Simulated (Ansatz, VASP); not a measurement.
## Co: VASP beside Ansatz

```xyz
2
Lattice="2.4070 0.0000 0.0000 -1.2035 2.0845 0.0000 0.0000 0.0000 3.8893" Properties=species:S:1:pos:R:3 pbc="T T T"
Co    0.0000    1.3897    0.9723
Co    1.2035    0.6948    2.9170
```

Change from the starting cell: volume scaled by 0.94, PAW files.

Alike in both runs: task single point; functional PBEsol; k mesh 17 × 17 × 9; occupations fermi-dirac, width 0.1 eV; collinear spin.

|  | VASP | Ansatz |
| --- | --- | --- |
| version | VASP 6.6.1 | Ansatz 0.2.0 |
| potentials or method | VASP PAW PBE potentials, release 64 (Co) | PAW with Ansatz's default frozen-core files, scalar-relativistic |
| plane-wave cutoff (eV) | 520 | 420 |
| valence electrons in the cell | 18 | 34 |

|  | VASP | Ansatz | Ansatz less VASP |
| --- | --- | --- | --- |
| pressure (GPa) | 15.8 | 17.1 | +1.29 |
| traceless stress, the component that is largest in VASP (GPa) | -0.07 | 0.00 | +0.064 |
| net moment per atom (μB) | 1.50 | 1.50 | +0.004 |
| size of the moment on the site where the two differ most (μB) | 1.49 | 1.56 | +0.064 |

VASP's potentials were made for PBE, not for PBEsol. Site moments also hang on the region over which each program counts them. With one functional, cell and mesh, what is left measures potentials, basis and numerics. VASP's potentials hold 18 valence electrons a cell and Ansatz's 34, so a difference there can come from the potentials and not from the codes.
